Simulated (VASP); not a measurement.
A run of VASP 6.6.1:

The input POSCAR:

```
Ti2C
1.0
    1.5406981810      0.8895225095      4.8137698526
   -1.5406981810      0.8895225095      4.8137698526
    0.0000000000     -1.7790450190      4.8137698526
Ti C
2 1
Direct
    0.2454978300      0.2454978300      0.2454978300
    0.7545021700      0.7545021700      0.7545021700
    0.5000000000      0.5000000000      0.5000000000
```

INCAR.step1

```
SYSTEM = Ti2C
ALGO = Normal
EDIFF = 1E-4
ENCUT = 520
GGA = PE
ISMEAR = 0
LASPH = .TRUE.
LCHARG = .FALSE.
LREAL = .FALSE.
LWAVE = .TRUE.
NBANDS = 21
NELM = 100
PREC = Accurate
SIGMA = 0.1
```

Contents of INCAR.step2:

```
SYSTEM = Ti2C
ALGO = Normal
EDIFF = 1E-6
ENCUT = 520
ISIF = 2
ISMEAR = 0
ISTART = 1
LASPH = .TRUE.
LCHARG = .FALSE.
LMIXTAU = .TRUE.
LREAL = .FALSE.
LWAVE = .FALSE.
METAGGA = R2SCAN
NBANDS = 21
NELM = 100
PREC = Accurate
SIGMA = 0.1
```

Contents of KPOINTS:

```
k-points
0
G
  3 3 3
  0 0 0
```

Potentials or basis: VASP PAW PBE potentials, release 64 (Ti_sv, C).

Launch:

```sh
$ cat potpaw_PBE.64/Ti_sv/POTCAR potpaw_PBE.64/C/POTCAR > POTCAR
$ cp INCAR.step1 INCAR
$ mpirun -np 1 vasp_std > vasp.out
$ cp INCAR.step2 INCAR
$ mpirun -np 1 vasp_std > vasp.out
```

Hardware: 1 thread of Intel(R) Xeon(R) Platinum 8488C (Sapphire Rapids), on a shared host.

How long does it take, and how much memory?

It took 100 s on 1 thread of Intel(R) Xeon(R) Platinum 8488C (Sapphire Rapids), on a shared host, peak memory 0.25 GiB. Counts: k points 6.
